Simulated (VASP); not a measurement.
# BN (vib) (F-43m) in VASP: relaxation of cell and atoms with LDA

Aim: the relaxation of cell and atoms of BN (vib) with LDA.

All numbers are computed with VASP 6.6.1; they aren't measurements. Logs are shortened: lines on timing, memory, paths and dates and some standing lists are left out, and cuts for length are marked.

## (1) The cell of the first run

The structure is cubic, space group F-43m (No. 216). The conventional cell has a = 3.580 Å, b = 3.580 Å, c = 3.580 Å, α = 90.00°, β = 90.00°, γ = 90.00°. B (site symmetry -43m) has 4 N at 1.55 Å within 2.1 Å. N (site symmetry -43m) has 4 B at 1.55 Å within 2.1 Å.

## (2) Relaxation of cell and atoms, LDA

INCAR reads:

```
ALGO = Normal ; EDIFF = 1E-7
EDIFFG = -0.002 ; ENCUT = 600
GGA_COMPAT = F ; IBRION = 2
ISIF = 3 ; ISMEAR = 0
LASPH = T ; LCHARG = F
LREAL = F ; LWAVE = F
NELM = 120 ; NELMIN = 4
NSW = 100 ; PREC = Accurate
SIGMA = 0.02
```

KPOINTS reads:

```
k-points
0
Gamma
  8 8 8
```

POSCAR reads:

```
BN
1.0
    0.0000000000      1.7899407152      1.7899407152
    1.7899407152      0.0000000000      1.7899407152
    1.7899407152      1.7899407152      0.0000000000
B N
1 1
Direct
    0.0000000000      0.0000000000      0.0000000000
    0.2500000000      0.2500000000      0.2500000000
```

Potentials or basis: VASP PAW LDA potentials, release 64 (B, N).

Started as:

```console
$ cat potpaw_LDA.64/B/POTCAR potpaw_LDA.64/N/POTCAR > POTCAR
$ mpirun -np 1 vasp_std > vasp.out
```

OUTCAR:

```text
EDIFF = 1E-7
   EDIFFG = -0.002
   ENCUT = 600
   IBRION = 2
   ISIF = 3
   ISMEAR = 0
   LASPH = T
   LREAL = F
   NELM = 120
   NELMIN = 4
   NSW = 100
   PREC = Accurate

 ion  position               nearest neighbor table
   1  0.000  0.000  0.000-   2 1.55   2 1.55   2 1.55   2 1.55
   2  0.250  0.250  0.250-   1 1.55   1 1.55   1 1.55   1 1.55

  LATTYP: Found a face centered cubic cell.
 ALAT       =     3.5798814304

  Lattice vectors:

 A1 = (   0.0000000000,   1.7899407152,   1.7899407152)
 A2 = (   1.7899407152,   0.0000000000,   1.7899407152)
 A3 = (   1.7899407152,   1.7899407152,   0.0000000000)

Analysis of symmetry for initial positions (statically):
=====================================================================
 Subroutine PRICEL returns:
 Original cell was already a primitive cell.

 Routine SETGRP: Setting up the symmetry group for a
 face centered cubic supercell.

 Subroutine GETGRP returns: Found 24 space group operations
 (whereof 24 operations were pure point group operations)
 out of a pool of 48 trial point group operations.

The static configuration has the point symmetry T_d .

Analysis of symmetry for dynamics (positions and initial velocities):
=====================================================================
 Subroutine PRICEL returns:
 Original cell was already a primitive cell.

 Routine SETGRP: Setting up the symmetry group for a
 face centered cubic supercell.

 Subroutine GETGRP returns: Found 24 space group operations
 (whereof 24 operations were pure point group operations)
 out of a pool of 48 trial point group operations.

The dynamic configuration has the point symmetry T_d .

 Subroutine INISYM returns: Found 24 space group operations
 (whereof 24 operations are pure point group operations),
 and found     1 'primitive' translations

----------------------------------------------------------------------------------------

                                     Primitive cell

  volume of cell :      11.4695

  direct lattice vectors                    reciprocal lattice vectors
     0.000000000  1.789940715  1.789940715    -0.279338861  0.279338861  0.279338861
     1.789940715  0.000000000  1.789940715     0.279338861 -0.279338861  0.279338861
     1.789940715  1.789940715  0.000000000     0.279338861  0.279338861 -0.279338861

  length of vectors
     2.531358435  2.531358435  2.531358435     0.483829099  0.483829099  0.483829099

  position of ions in fractional coordinates (direct lattice)
     0.000000000  0.000000000  0.000000000
     0.250000000  0.250000000  0.250000000

  ion indices of the primitive-cell ions
   primitive index   ion index
                 1           1
                 2           2

----------------------------------------------------------------------------------------

 KPOINTS: k-points

Automatic generation of k-mesh.
 Grid dimensions read from file:
 generate k-points for:    8    8    8

 Generating k-lattice:

  Cartesian coordinates                     Fractional coordinates (reciprocal lattice)
    -0.034917358  0.034917358  0.034917358     0.125000000  0.000000000  0.000000000
     0.034917358 -0.034917358  0.034917358     0.000000000  0.125000000  0.000000000
     0.034917358  0.034917358 -0.034917358     0.000000000  0.000000000  0.125000000

  Length of vectors
     0.060478637  0.060478637  0.060478637

  Shift w.r.t. Gamma in fractional coordinates (k-lattice)
     0.000000000  0.000000000  0.000000000

 Subroutine IBZKPT returns following result:
 ===========================================

 Found     29 irreducible k-points:

 Following reciprocal coordinates:
            Coordinates               Weight
  0.000000  0.000000  0.000000      1.000000
  0.125000  0.000000  0.000000      8.000000
  0.250000  0.000000  0.000000      8.000000
  0.375000  0.000000  0.000000      8.000000
  0.500000  0.000000  0.000000      4.000000
  0.125000  0.125000  0.000000      6.000000
[... 16 lines left out ...]
  0.500000  0.250000  0.125000     48.000000
 -0.375000  0.250000  0.125000     24.000000
 [... further k-points ...]
   k-points           NKPTS =     29   k-points in BZ     NKDIM =     29   number of bands    NBANDS=      8
   number of dos      NEDOS =    301   number of ions     NIONS =      2
   total plane-waves  NPLWV =   8000
   dimension x,y,z NGX =    20 NGY =   20 NGZ =   20
   dimension x,y,z NGXF=    40 NGYF=   40 NGZF=   40
   ions per type =               1   1
   NGX,Y,Z   is equivalent  to a cutoff of  13.13, 13.13, 13.13 a.u.
   NGXF,Y,Z  is equivalent  to a cutoff of  26.27, 26.27, 26.27 a.u.
 SYSTEM =  unknown system
   PREC   = accura    normal or accurate (medium, high low for compatibility)
   ISTART =      0    job   : 0-new  1-cont  2-samecut
   ICHARG =      2    charge: 1-file 2-atom 10-const
   ISPIN  =      1    spin polarized calculation?
   LNONCOLLINEAR =      F non collinear calculations
   LSORBIT =      F    spin-orbit coupling
   LASPH  =      T    aspherical Exc in radial PAW
   ENCUT  =  600.0 eV  44.10 Ry    6.64 a.u.   5.06  5.06  5.06*2*pi/ulx,y,z
   NELM   =    120;   NELMIN=  4; NELMDL= -5     # of ELM steps
   EDIFF  = 0.1E-06   stopping-criterion for ELM
   LREAL  =      F    real-space projection
   EDIFFG = -.2E-02   stopping-criterion for IOM
   NSW    =    100    number of steps for IOM
   IBRION =      2    ionic relax: 0-MD 1-quasi-New 2-CG
   NFREE  =      1    steps in history (QN), initial steepest desc. (CG)
   ISIF   =      3    stress and relaxation
   ISYM   =      2    0-nonsym 1-usesym 2-fastsym
   POTIM  = 0.5000    time-step for ionic-motion
   TEBEG  =    0.0;   TEEND  =   0.0 temperature during run
   PSTRESS=    0.0 pullay stress
   NELECT =       8.0000    total number of electrons
   NUPDOWN=      -1.0000    fix difference up-down
   EMIN   =  10.00;   EMAX   =-10.00  energy-range for DOS
   EFERMI =   0.00;   METHOD = LEGACY
   ISMEAR =     0;   SIGMA  =   0.02  broadening in eV -4-tet -1-fermi 0-gaus
   EFERMI_NEDOS =   21; number of points for ismear=-14 and -15
   IALGO  =     38    algorithm
   IMIX   =      4    mixing-type and parameters
     AMIX     =   0.40;   BMIX     =  1.00
     AMIX_MAG =   1.60;   BMIX_MAG =  1.00
  volume/ion in A,a.u.               =       5.73        38.70
  Fermi-wavevector in a.u.,A,eV,Ry     =   1.451854  2.743606 28.679436  2.107879
  Thomas-Fermi vector in A             =   2.569303
   LORBIT       =      0    0 simple, 1 ext, 2 COOP (PROOUT), +10 PAW based schemes
   GGA     = CA    functional components
   LHFCALC =     F    Hartree Fock is set to
   AEXX    =    0.0000 exact exchange contribution
   IVDW    =     0    specifies the selected vdW correction
   LEPSILON=     F    determine dielectric tensor
   LRPA    =     F    only Hartree local field effects (RPA)
 conjugate gradient relaxation of ions
 non-spin polarized calculation
 Gauss-broadening in eV      SIGMA  =   0.02
  energy-cutoff  :      600.00
  volume of cell :       11.47
 maximum number of plane-waves:       392
   NGX = 11   NGY = 11   NGZ = 11

--------------------------------------- Ionic step        1  -------------------------------------------

 number of electron       7.9999999 magnetization

 Free energy of the ion-electron system (eV)
  ---------------------------------------------------
  ext. energy  EPLUGINS =         0.00000000
  ---------------------------------------------------
  free energy    TOTEN  =       -19.41593049 eV

  energy without entropy =      -19.41593049  energy(sigma->0) =      -19.41593049

------------------------ aborting loop because EDIFF is reached ----------------------------------------

  FORCE on cell =-STRESS in cart. coord.  units (eV):
  Direction    XX          YY          ZZ          XY          YZ          ZX
  --------------------------------------------------------------------------------------
  -------------------------------------------------------------------------------------
  Total        0.0689943      0.0689943      0.0689943      0.0000000      0.0000000      0.0000000
  in kB        9.6378045      9.6378045      9.6378045      0.0000000      0.0000000      0.0000000
  external PRESSURE =       9.6378045 kB  Pullay stress =       0.0000000 kB

 VOLUME and BASIS-vectors are now :
 -----------------------------------------------------------------------------
  energy-cutoff  :      600.00
  volume of cell :       11.47
      direct lattice vectors                 reciprocal lattice vectors
     0.000000000  1.789940715  1.789940715    -0.279338861  0.279338861  0.279338861
     1.789940715  0.000000000  1.789940715     0.279338861 -0.279338861  0.279338861
     1.789940715  1.789940715  0.000000000     0.279338861  0.279338861 -0.279338861
[... 37 lines left out ...]
 POSITION                                       TOTAL-FORCE (eV/Angst)
 -----------------------------------------------------------------------------------
      1.79292      1.79292     -0.00000         0.000000      0.000000      0.000000
      0.89646      0.89646      0.89646        -0.000000     -0.000000     -0.000000
 -----------------------------------------------------------------------------------
    total drift:                               -0.000000     -0.000000     -0.000000

  FREE ENERGIE OF THE ION-ELECTRON SYSTEM (eV)
  ---------------------------------------------------
  free  energy   TOTEN  =       -19.4159154027 eV

  energy  without entropy=      -19.4159154027  energy(sigma->0) =      -19.41591540

--------------------------------------- Ionic step        3  -------------------------------------------

 number of electron       7.9999999 magnetization

 Free energy of the ion-electron system (eV)
  ---------------------------------------------------
  ext. energy  EPLUGINS =         0.00000000
  ---------------------------------------------------
  free energy    TOTEN  =       -19.41601270 eV

  energy without entropy =      -19.41601270  energy(sigma->0) =      -19.41601270

 E-fermi :   7.8835     XC(G=0): -13.2345

 val. band max:        7.7286953625   @ k =   0.0000   0.0000   0.0000
 cond. band min:      12.1036171568   @ k =   0.5000   0.5000   0.0000
 fundamental gap:      4.3749217943
 Fermi energy:         7.8834634954

 k-point     1 :       0.0000    0.0000    0.0000
  band No.  band energies     occupation
      1     -12.6484      2.00000
      2       7.7287      2.00000
      3       7.7287      2.00000
      4       7.7287      2.00000
      5      16.5386      0.00000
      6      16.5386      0.00000
      7      16.5386      0.00000
      8      18.6089      0.00000

 k-point     2 :       0.1250    0.0000    0.0000
  band No.  band energies     occupation
      1     -12.2600      2.00000
      2       5.8311      2.00000
      3       7.3342      2.00000
      4       7.3343      2.00000
      5      17.0229      0.00000
      6      17.1265      0.00000
      7      17.1265      0.00000
      8      19.6912      0.00000
[... 221 lines left out ...]
 k-point    23 :       0.5000    0.2500    0.1250
  band No.  band energies     occupation
      1      -8.5722      2.00000
      2      -0.6504      2.00000
      3       2.8737      2.00000
      4       4.6887      2.00000
      5      17.1169      0.00000
      6      19.1983      0.00000
      7      21.7879      0.00000
      8      22.5002      0.00000

 k-point    24 :      -0.3750    0.2500    0.1250
  band No.  band energies     occupation
      1      -7.5042      2.00000
      2      -2.2167      2.00000
      3       2.8186      2.00000
      4       4.1596      2.00000
      5      17.2613      0.00000
      6      19.1008      0.00000
      7      22.3820      0.00000
      8      23.6904      0.00000

 [... further k-points ...]
[... 5 lines left out ...]
  --------------------------------------------------------------------------------------
  -------------------------------------------------------------------------------------
  Total       -0.0000046     -0.0000046     -0.0000046     -0.0000000     -0.0000000     -0.0000000
  in kB       -0.0006392     -0.0006392     -0.0006392     -0.0000000     -0.0000000     -0.0000000
  external PRESSURE =      -0.0006392 kB  Pullay stress =       0.0000000 kB

 VOLUME and BASIS-vectors are now :
 -----------------------------------------------------------------------------
  energy-cutoff  :      600.00
  volume of cell :       11.50
      direct lattice vectors                 reciprocal lattice vectors
     0.000000000  1.791368734  1.791368734    -0.279116181  0.279116181  0.279116181
     1.791368734 -0.000000000  1.791368734     0.279116181 -0.279116181  0.279116181
     1.791368734  1.791368734 -0.000000000     0.279116181  0.279116181 -0.279116181

 POSITION                                       TOTAL-FORCE (eV/Angst)
 -----------------------------------------------------------------------------------
      0.00000      0.00000      0.00000         0.000000      0.000000      0.000000
      0.89568      0.89568      0.89568        -0.000000     -0.000000     -0.000000
 -----------------------------------------------------------------------------------
    total drift:                               -0.000000     -0.000000     -0.000000

  FREE ENERGIE OF THE ION-ELECTRON SYSTEM (eV)
  ---------------------------------------------------
  free  energy   TOTEN  =       -19.4160127049 eV

  energy  without entropy=      -19.4160127049  energy(sigma->0) =      -19.41601270

 reached required accuracy - stopping structural energy minimisation
```

It took 8 s on 1 thread of Intel Xeon 8259CL, shared host; peak memory 0.11 GiB.

What came out:

```yaml
Free_energy: -19.4160 eV
Relaxed_volume: 5.75 Å³/atom
Relaxed_cell: a = 2.533 Å, b = 2.533 Å, c = 2.533 Å, α = 60.00°, β = 60.00°, γ = 60.00°
Space_group_after_relaxing_to_0.05_Å: F-43m (No. 216)
Energy_gained_by_relaxing: 0.0 meV/atom
Ionic_steps: 3
Pressure_after_relaxing: 0.0 GPa
Band_gap_on_the_k_mesh: 4.37 eV, indirect (least direct gap 8.81 eV)
```

Final structure:
```
B N
1.0
     0.00000    1.79137    1.79137
     1.79137    0.00000    1.79137
     1.79137    1.79137    0.00000
B N
1 1
Direct
  0.00000 0.00000 0.00000
  0.25000 0.25000 0.25000
```

A k mesh can miss the band edges.
